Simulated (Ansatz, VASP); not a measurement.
**One calculation of TiAl3, two programs**

```
CELL_PARAMETERS angstrom
3.95567 0.00000 0.00000
0.00000 3.95567 0.00000
0.00000 0.00000 3.95567
ATOMIC_POSITIONS crystal
Ti 0.00000 0.00000 0.00000
Al 0.50000 0.50000 0.00000
Al 0.50000 0.00000 0.50000
Al 0.00000 0.50000 0.50000
```

Alike in both runs: task single point; functional PBEsol; k mesh 6 × 6 × 6; occupations fermi-dirac, width 0.15 eV; collinear spin.

|  | VASP | Ansatz |
| --- | --- | --- |
| version | VASP 6.6.1 | Ansatz 0.2.0 |
| potentials or method | VASP PAW PBE potentials, release 64 (Ti_sv, Al), cutoff 520 eV | plane waves, PAW |
| valence electrons in the cell | 21 | 21 |

|  | VASP | Ansatz | Ansatz less VASP |
| --- | --- | --- | --- |
| net moment per atom (μB) | 0.00 | 0.00 | 0.000 |

VASP's potentials were made for PBE, not for PBEsol. Ansatz's warnings: no starting moments, stability check not made.
